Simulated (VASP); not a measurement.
# MnO2 (Pmmn) in VASP: notebook

MnO2 is run at these levels: PBE, LDA; tasks: single point.

All numbers are computed with VASP 6.6.1; they aren't measurements. Logs are shortened: lines on timing, memory, paths and dates and some standing lists are left out, and cuts for length are marked.

## 1. The cell of the first run

It takes space group Pmmn (No. 59, orthorhombic). Conventional cell: a = 2.904 Å, b = 3.845 Å, c = 6.164 Å, α = 90.00°, β = 90.00°, γ = 90.00°. Mn (site symmetry mm2) has 6 O at 1.83 to 2.05 Å within 2.4 Å. Within 2.4 Å of O (site symmetry mm2) lie 2 Mn at 1.83 Å. O (site symmetry mm2) has 4 Mn at 1.98 to 2.05 Å and 5 O at 2.56 to 2.59 Å within 2.6 Å.

## 2. Single point, PBE, collinear spin, ferromagnetic start

File INCAR:

```
SYSTEM = MnO2
  ALGO = Normal
  EDIFF = 1E-6
  ENCUT = 520
  GGA = PE
  ISIF = 2
  ISMEAR = -1
  ISPIN = 2
  LASPH = .TRUE.
  LCHARG = .FALSE.
  LMAXMIX = 4
  LORBIT = 11
  LREAL = .FALSE.
  LWAVE = .FALSE.
  MAGMOM = 2 2 0 0 0 0
  NBANDS = 38
  NELM = 150
  NUPDOWN = 4.0
  PREC = Accurate
  SIGMA = 0.05
```

File KPOINTS:

```
k-points
0
G
  8 6 4
  0 0 0
```

File POSCAR:

```
MnO2
1.0
    2.9041580000      0.0000000000      0.0000000000
    0.0000000000      3.8448100000      0.0000000000
    0.0000000000      0.0000000000      6.1642640000
Mn O
2 4
Direct
    0.5000000000      0.5000000000      0.3433015000
    0.0000000000      0.0000000000      0.6566985000
    0.5000000000      0.0000000000      0.8375675000
    0.0000000000      0.5000000000      0.1624325000
    0.5000000000      0.0000000000      0.4217995000
    0.0000000000      0.5000000000      0.5782005000
```

Potentials or basis: VASP PAW PBE potentials, release 64 (Mn_pv, O).

Started as:

```console
> cat potpaw_PBE.64/Mn_pv/POTCAR potpaw_PBE.64/O/POTCAR > POTCAR
> mpirun -np 1 vasp_std > vasp.out
```

OUTCAR:

```text
SYSTEM = MnO2
   EDIFF = 1E-6
   ENCUT = 520
   GGA = PE
   ISIF = 2
   ISMEAR = -1
   ISPIN = 2
   LASPH = .TRUE.
   LORBIT = 11
   LREAL = .FALSE.
   NELM = 150
   NUPDOWN = 4.0
   PREC = Accurate

 ion  position               nearest neighbor table
   1  0.500  0.500  0.343-   4 1.83   4 1.83   5 1.98   5 1.98   6 2.05   6 2.05   2 3.09   2 3.09
                             2 3.09   2 3.09
   2  0.000  0.000  0.657-   3 1.83   3 1.83   6 1.98   6 1.98   5 2.05   5 2.05   1 3.09   1 3.09
                             1 3.09   1 3.09
   3  0.500  0.000  0.838-   2 1.83   2 1.83
   4  0.000  0.500  0.162-   1 1.83   1 1.83
   5  0.500  0.000  0.422-   1 1.98   1 1.98   2 2.05   2 2.05
   6  0.000  0.500  0.578-   2 1.98   2 1.98   1 2.05   1 2.05

  LATTYP: Found a simple orthorhombic cell.
 ALAT       =     2.9041580000
 B/A-ratio  =     1.3238983554
 C/A-ratio  =     2.1225649569

  Lattice vectors:

 A1 = (   2.9041580000,   0.0000000000,   0.0000000000)
 A2 = (   0.0000000000,   3.8448100000,   0.0000000000)
 A3 = (   0.0000000000,   0.0000000000,   6.1642640000)

Analysis of symmetry for initial positions (statically):
=====================================================================
 Subroutine PRICEL returns:
 Original cell was already a primitive cell.

 Routine SETGRP: Setting up the symmetry group for a
 simple orthorhombic supercell.

 Subroutine GETGRP returns: Found  8 space group operations
 (whereof  4 operations were pure point group operations)
 out of a pool of  8 trial point group operations.

The static configuration has the point symmetry C_2v.
 The point group associated with its full space group is D_2h.

Analysis of symmetry for dynamics (positions and initial velocities):
=====================================================================
 Subroutine PRICEL returns:
 Original cell was already a primitive cell.

 Routine SETGRP: Setting up the symmetry group for a
 simple orthorhombic supercell.

 Subroutine GETGRP returns: Found  8 space group operations
 (whereof  4 operations were pure point group operations)
 out of a pool of  8 trial point group operations.

The dynamic configuration has the point symmetry C_2v.
 The point group associated with its full space group is D_2h.

Analysis of structural, dynamic, and magnetic symmetry:
=====================================================================
 Subroutine PRICEL returns:
 Original cell was already a primitive cell.

 Routine SETGRP: Setting up the symmetry group for a
 simple orthorhombic supercell.

 Subroutine GETGRP returns: Found  8 space group operations
 (whereof  4 operations were pure point group operations)
 out of a pool of  8 trial point group operations.

The overall configuration has the point symmetry C_2v.
 The point group associated with its full space group is D_2h.

 Subroutine INISYM returns: Found  8 space group operations
 (whereof  4 operations are pure point group operations),
 and found     1 'primitive' translations

----------------------------------------------------------------------------------------

                                     Primitive cell

  volume of cell :      68.8298

  direct lattice vectors                    reciprocal lattice vectors
     2.904158000  0.000000000  0.000000000     0.344333883  0.000000000  0.000000000
     0.000000000  3.844810000  0.000000000     0.000000000  0.260090876  0.000000000
     0.000000000  0.000000000  6.164264000     0.000000000  0.000000000  0.162225369

  length of vectors
     2.904158000  3.844810000  6.164264000     0.344333883  0.260090876  0.162225369

  position of ions in fractional coordinates (direct lattice)
     0.500000000  0.500000000  0.343301500
     0.000000000  0.000000000  0.656698500
     0.500000000  0.000000000  0.837567500
     0.000000000  0.500000000  0.162432500
     0.500000000  0.000000000  0.421799500
     0.000000000  0.500000000  0.578200500

  ion indices of the primitive-cell ions
   primitive index   ion index
                 1           1
                 2           2
                 3           3
                 4           4
                 5           5
                 6           6

----------------------------------------------------------------------------------------

 KPOINTS: k-points

[... 50 lines left out ...]
   number of dos      NEDOS =    301   number of ions     NIONS =      6
   total plane-waves  NPLWV =  34560
   dimension x,y,z NGX =    24 NGY =   30 NGZ =   48
   dimension x,y,z NGXF=    48 NGYF=   60 NGZF=   96
   ions per type =               2   4
   NGX,Y,Z   is equivalent  to a cutoff of  13.74, 12.97, 12.95 a.u.
   NGXF,Y,Z  is equivalent  to a cutoff of  27.48, 25.94, 25.89 a.u.
 SYSTEM =  MnO2
   PREC   = accura    normal or accurate (medium, high low for compatibility)
   ISTART =      0    job   : 0-new  1-cont  2-samecut
   ICHARG =      2    charge: 1-file 2-atom 10-const
   ISPIN  =      2    spin polarized calculation?
   LNONCOLLINEAR =      F non collinear calculations
   LSORBIT =      F    spin-orbit coupling
   LASPH  =      T    aspherical Exc in radial PAW
   ENCUT  =  520.0 eV  38.22 Ry    6.18 a.u.   5.40  7.15 11.46*2*pi/ulx,y,z
   NELM   =    150;   NELMIN=  2; NELMDL= -5     # of ELM steps
   EDIFF  = 0.1E-05   stopping-criterion for ELM
   LREAL  =      F    real-space projection
   EDIFFG = 0.1E-04   stopping-criterion for IOM
   NSW    =      0    number of steps for IOM
   IBRION =     -1    ionic relax: 0-MD 1-quasi-New 2-CG
   NFREE  =      0    steps in history (QN), initial steepest desc. (CG)
   ISIF   =      2    stress and relaxation
   ISYM   =      2    0-nonsym 1-usesym 2-fastsym
   POTIM  = 0.5000    time-step for ionic-motion
   TEBEG  =    0.0;   TEEND  =   0.0 temperature during run
   PSTRESS=    0.0 pullay stress
   NELECT =      50.0000    total number of electrons
   NUPDOWN=       4.0000    fix difference up-down
   EMIN   =  10.00;   EMAX   =-10.00  energy-range for DOS
   EFERMI =   0.00;   METHOD = LEGACY
   ISMEAR =    -1;   SIGMA  =   0.05  broadening in eV -4-tet -1-fermi 0-gaus
   EFERMI_NEDOS =   21; number of points for ismear=-14 and -15
   IALGO  =     38    algorithm
   IMIX   =      4    mixing-type and parameters
     AMIX     =   0.40;   BMIX     =  1.00
     AMIX_MAG =   1.60;   BMIX_MAG =  1.00
  volume/ion in A,a.u.               =      11.47        77.41
  Fermi-wavevector in a.u.,A,eV,Ry     =   1.471655  2.781025 29.467074  2.165769
  Thomas-Fermi vector in A             =   2.586765
   LORBIT       =     11    0 simple, 1 ext, 2 COOP (PROOUT), +10 PAW based schemes
   GGA     = PE    functional components
   LHFCALC =     F    Hartree Fock is set to
   AEXX    =    0.0000 exact exchange contribution
   IVDW    =     0    specifies the selected vdW correction
   LEPSILON=     F    determine dielectric tensor
   LRPA    =     F    only Hartree local field effects (RPA)
 spin polarized calculation
  energy-cutoff  :      520.00
  volume of cell :       68.83
 maximum number of plane-waves:      1888
 NGX is ok and might be reduce to    24
   NGX = 11   NGY = 15   NGZ = 23

 number of electron      49.9999974 magnetization       3.9999992

 Free energy of the ion-electron system (eV)
  ---------------------------------------------------
  ext. energy  EPLUGINS =         0.00000000
  ---------------------------------------------------
  free energy    TOTEN  =       -46.28252630 eV

  energy without entropy =      -46.21564149  energy(sigma->0) =      -46.24908389

 E-fermi :   3.6201     XC(G=0): -10.5709

 val. band max:        3.6199906707   @ k =   0.2500   0.1667   0.0000
 cond. band min:       2.9770616906   @ k =   0.3750   0.5000   0.0000
 fundamental gap:     -0.6429289800
 Fermi energy:         2.9666883578

 spin component 1

 k-point     1 :       0.0000    0.0000    0.0000
  band No.  band energies     occupation
      1     -47.0236      1.00000
      2     -47.0110      1.00000
      3     -46.8307      1.00000
      4     -46.7992      1.00000
      5     -46.7031      1.00000
      6     -46.6749      1.00000
[... 949 lines left out ...]
     36      15.9573      0.00000
     37      16.7642      0.00000

 [... further k-points ...]

 spin component 2

 k-point     1 :       0.0000    0.0000    0.0000
  band No.  band energies     occupation
      1     -44.8320      1.00000
      2     -44.8178      1.00000
      3     -44.7188      1.00000
      4     -44.6873      1.00000
      5     -44.5561      1.00000
      6     -44.5196      1.00000
[... 949 lines left out ...]
     36      16.2951      0.00000
     37      17.0993      0.00000

 [... further k-points ...]

 [bands above 37 left out]

------------------------ aborting loop because EDIFF is reached ----------------------------------------

  FORCE on cell =-STRESS in cart. coord.  units (eV):
  Direction    XX          YY          ZZ          XY          YZ          ZX
  --------------------------------------------------------------------------------------
  -------------------------------------------------------------------------------------
  Total       -6.6629679     -3.7792952     -3.6561700      0.0000000      0.0000000      0.0000000
  in kB     -155.0964821    -87.9721184    -85.1060847      0.0000000      0.0000000      0.0000000
  external PRESSURE =    -109.3915617 kB  Pullay stress =       0.0000000 kB

 VOLUME and BASIS-vectors are now :
 -----------------------------------------------------------------------------
  energy-cutoff  :      520.00
  volume of cell :       68.83
      direct lattice vectors                 reciprocal lattice vectors
     2.904158000  0.000000000  0.000000000     0.344333883  0.000000000  0.000000000
     0.000000000  3.844810000  0.000000000     0.000000000  0.260090876  0.000000000
     0.000000000  0.000000000  6.164264000     0.000000000  0.000000000  0.162225369

 POSITION                                       TOTAL-FORCE (eV/Angst)
 -----------------------------------------------------------------------------------
      1.45208      1.92240      2.11620         0.000000      0.000000     -0.774635
      0.00000      0.00000      4.04806         0.000000      0.000000      0.774635
      1.45208      0.00000      5.16299         0.000000      0.000000     -1.258024
      0.00000      1.92240      1.00128         0.000000      0.000000      1.258024
      1.45208      0.00000      2.60008         0.000000      0.000000      0.294320
      0.00000      1.92240      3.56418         0.000000      0.000000     -0.294320
 -----------------------------------------------------------------------------------
    total drift:                                0.000000      0.000000      0.000000

  FREE ENERGIE OF THE ION-ELECTRON SYSTEM (eV)
  ---------------------------------------------------
  free  energy   TOTEN  =       -46.2825262973 eV

  energy  without entropy=      -46.2156414904  energy(sigma->0) =      -46.24908389

 total charge

# of ion       s       p       d       tot
------------------------------------------
    1        0.323   6.384   4.948  11.655
    2        0.323   6.384   4.948  11.655
    3        1.593   3.314   0.000   4.906
    4        1.593   3.314   0.000   4.906
    5        1.567   3.422   0.000   4.989
    6        1.567   3.422   0.000   4.989
--------------------------------------------------
tot          6.964  26.240   9.897  43.101

 magnetization (x)

# of ion       s       p       d       tot
------------------------------------------
    1        0.016   0.019   1.935   1.971
    2        0.016   0.019   1.935   1.971
    3        0.001  -0.015   0.000  -0.014
    4        0.001  -0.015   0.000  -0.014
    5        0.003  -0.008   0.000  -0.005
    6        0.003  -0.008   0.000  -0.005
--------------------------------------------------
tot          0.041  -0.007   3.870   3.904
```

Wall time 1.8 min (1 thread of Intel Xeon 6975P-C (Granite Rapids), shared host); peak memory 0.35 GiB.

What came out:

- Free energy: -46.2825 eV
- Pressure: -10.9 GPa
- Largest force: 1.258 eV/Å
- Net moment: 4.00 μB per cell
- Site moments: Mn +1.97; O -0.01 μB
- Valence electrons inside the program's atomic spheres: Mn 11.65; O 4.91, 4.99

Forces in eV/Å, atoms in the order of the input:
```
Mn   0.000  0.000 -0.775
Mn   0.000  0.000  0.775
O    0.000  0.000 -1.258
O    0.000  0.000  1.258
O    0.000  0.000  0.294
O    0.000  0.000 -0.294
```

Stress tensor (GPa, compression positive):
```
-15.51   0.00   0.00
  0.00  -8.80   0.00
  0.00   0.00  -8.51
```

Caveat: the total moment is fixed, so each spin has its own Fermi level; only a ferromagnetic start was run, and an antiferromagnetic order may lie lower in energy; forces of over 1 eV/Å act on the atoms, so gaps and moduli don't describe the material at rest.

## 3. Single point, LDA, collinear spin, ferromagnetic start

File INCAR:

```
  ALGO = Normal
  EDIFF = 1E-7
  ENCUT = 520
  GGA = CA
  ISIF = 2
  ISMEAR = -1
  ISPIN = 2
  LASPH = True
  LCHARG = False
  LMAXMIX = 4
  LORBIT = 11
  LREAL = False
  LWAVE = False
  MAGMOM = 4 4 0 0 0 0
  NBANDS = 38
  NELM = 150
  PREC = Accurate
  SIGMA = 0.025
```

File KPOINTS:

```
k-points
0
Gamma
  8 6 4
```

POSCAR is that of step 2.

Potentials or basis: VASP PAW LDA potentials, release 64 (Mn_pv, O).

Started as:

```console
> cat potpaw_LDA.64/Mn_pv/POTCAR potpaw_LDA.64/O/POTCAR > POTCAR
> mpirun -np 1 vasp_std > vasp.out
```

It took 7.9 min on 1 thread of Intel Xeon Platinum 8375C at 2.90GHz (Ice Lake), shared host; peak memory 0.31 GiB.

It converged, with:

* Free energy: -51.3731 eV
* Pressure: -18.7 GPa
* Largest force: 1.428 eV/Å
* Band gap on the k mesh: zero (filled and empty bands overlap)
* Net moment: 6.00 μB per cell
* Site moments: Mn +2.72; O +0.14, +0.01 μB
* Valence electrons inside the program's atomic spheres: Mn 11.65; O 4.89, 4.96

Forces in eV/Å, atoms in the order of the input:
```
Mn   0.000  0.000 -0.326
Mn   0.000  0.000  0.326
O    0.000  0.000 -1.428
O    0.000  0.000  1.428
O    0.000  0.000  0.381
O    0.000  0.000 -0.381
```

Stress tensor (GPa, compression positive):
```
-24.31   0.00   0.00
  0.00 -16.32   0.00
  0.00   0.00 -15.52
```

Levels at points of the mesh, in eV from the Fermi level:
Spin up:
```tsv
k point	band 24	band 25	band 26	band 27	band 28	band 29	band 30	band 31	band 32	band 33
(0.00, 0.00, 0.00)	-1.83	-1.32	-0.90	-0.11	0.19	0.50	0.62	2.05	2.38	5.93
(0.50, 0.00, 0.00)	-1.79	-1.36	-1.36	-0.25	-0.25	-0.12	-0.12	1.50	1.50	10.43
(0.00, 0.50, 0.00)	-1.20	-1.00	-1.00	-0.88	-0.88	1.71	1.71	2.28	2.28	9.20
(0.50, 0.50, 0.00)	-2.09	-1.76	-1.76	-0.28	-0.28	1.34	1.34	1.65	1.65	10.11
(0.00, 0.00, 0.50)	-1.86	-1.31	-0.86	-0.29	0.23	0.34	0.77	1.93	2.48	7.43
(0.50, 0.00, 0.50)	-1.81	-1.40	-1.40	-0.22	-0.22	-0.22	-0.22	1.51	1.51	10.64
(0.00, 0.50, 0.50)	-1.23	-1.20	-1.20	-0.54	-0.54	1.68	1.68	2.27	2.27	9.59
(0.50, 0.50, 0.50)	-2.16	-1.71	-1.71	-0.30	-0.30	1.24	1.24	1.63	1.63	11.03
```
Spin down:
```csv
k point,band 18,band 19,band 20,band 21,band 22,band 23,band 24,band 25,band 26,band 27
"(0.00, 0.00, 0.00)",-2.83,-2.70,-2.20,-2.17,-1.68,0.14,0.62,0.88,1.05,1.82
"(0.50, 0.00, 0.00)",-3.29,-2.46,-2.46,-2.42,-2.42,0.75,0.75,0.89,0.89,1.53
"(0.00, 0.50, 0.00)",-2.86,-2.85,-2.85,-1.92,-1.92,0.81,0.81,1.02,1.02,1.40
"(0.50, 0.50, 0.00)",-3.89,-2.56,-2.56,-2.13,-2.13,0.43,0.43,0.84,0.84,1.77
"(0.00, 0.00, 0.50)",-2.92,-2.86,-2.56,-2.19,-1.71,0.14,0.62,0.93,1.01,1.75
"(0.50, 0.00, 0.50)",-3.25,-2.53,-2.53,-2.46,-2.46,0.74,0.74,0.89,0.89,1.54
"(0.00, 0.50, 0.50)",-3.77,-2.83,-2.83,-1.44,-1.44,0.80,0.80,1.01,1.01,1.44
"(0.50, 0.50, 0.50)",-4.16,-2.61,-2.61,-1.93,-1.93,0.39,0.39,0.87,0.87,1.74
```

Caveat: semilocal functionals often make such compounds metallic where correlation or magnetic order opens a gap, which also shifts bond lengths; only a ferromagnetic start was run, and an antiferromagnetic order may lie lower in energy; forces of over 1 eV/Å act on the atoms, so gaps and moduli don't describe the material at rest. With open d or f shells a metallic result of LDA can be an artefact of self-interaction; +U or a hybrid may open a gap.
